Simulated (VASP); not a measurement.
**ZrS: single point with PBEsol**

The system is ZrS.

```
CELL_PARAMETERS angstrom
0.00000 2.73000 2.62500
2.73000 0.00000 2.62500
2.73000 2.73000 0.00000
ATOMIC_POSITIONS crystal
Zr 0.00000 0.00000 0.00000
S 0.50000 0.50000 0.50000
```

This cell differs from its parent crystal: strain +0.040 along x and y, +0.000 along z.

* Program: VASP 6.6.1
* Task: single point
* Functional: PBEsol
* Potentials or basis: VASP PAW PBE potentials, release 64 (Zr_sv, S)
* Cutoff: 520 eV
* k mesh: 16 × 16 × 16
* Occupations: gaussian, width 0.15 eV
* Spin: no spin polarisation

The pressure is -13.5 GPa and the band gap on the k mesh is zero (bands 9 and 10 overlap by 2.53 eV).

Stress tensor (GPa, compression positive):
```
-15.74   0.00   0.00
  0.00 -15.74   0.00
  0.00   0.00  -9.08
```

Levels at points of the mesh, in eV from the Fermi level:
```tsv
k point	band 6	band 7	band 8	band 9	band 10	band 11	band 12	band 13
(0.00, 0.00, 0.00)	-3.49	-3.49	-3.43	-1.31	-1.31	-0.95	-0.66	-0.61
(0.50, 0.00, 0.00)	-7.62	-5.67	-5.63	1.22	1.37	1.56	1.80	4.67
(0.50, 0.50, 0.00)	-5.94	-4.48	-4.48	-3.08	0.59	2.06	2.06	2.44
(0.50, 0.00, 0.50)	-6.15	-4.33	-4.31	-3.10	0.40	1.98	2.19	2.48
```

It took 88 s on 1 thread of AMD EPYC 9R45 (Zen 5), with other jobs on the host, peak memory 0.3 GiB.

Caveat: the cell differs from its parent crystal (strain +0.040 along x and y, +0.000 along z); the cell stands under tension; the PAW data sets were made with another functional, which shifts forces and pressure a little.
